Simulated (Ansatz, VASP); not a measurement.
## Two plane-wave programs on Si3N

```
Si N
1.0
     3.83334    0.00000    0.00000
     0.00000    5.42117    0.00000
     0.00000    0.00000   22.48776
Si N
6 2
Direct
  0.50000 0.00000 0.17787
  0.00000 0.25000 0.17787
  0.00000 0.50388 0.26087
  0.50000 0.74612 0.26087
  0.50000 0.00860 0.34186
  0.00000 0.24140 0.34186
  0.66667 0.00860 0.50640
  0.66667 0.00860 0.55531
```

Alike in both runs: task single point; functional PBE; dispersion D3(BJ); k mesh 7 × 5 × 1; occupations gaussian, width 0.05 eV; no spin polarisation.

|  | VASP | Ansatz |
| --- | --- | --- |
| version | VASP 6.6.1 | Ansatz 0.2.0 |
| potentials or method | VASP PAW PBE potentials, release 64 (Si, N), cutoff 520 eV | scalar-relativistic, plane waves, PAW |
| valence electrons in the cell | 34 | 34 |

Ansatz gave:

```
gap on the k mesh at the Fermi level (eV) : none
rms of the force components (eV/Å)        : 0.189
```

Task: Which values does VASP return?

Result: gap on the k mesh at the Fermi level (eV): none; rms of the force components (eV/Å): 0.634.

Atom by atom the forces differ by 0.519 eV/Å (rms over components). A gap of «none» marks a metal or a gap that the smearing closes. One of these differences is far larger than is usual between the two programs; its cause wasn't traced.

Noted on VASP's run: the standard files for N, O and F lose accuracy on very short bonds.
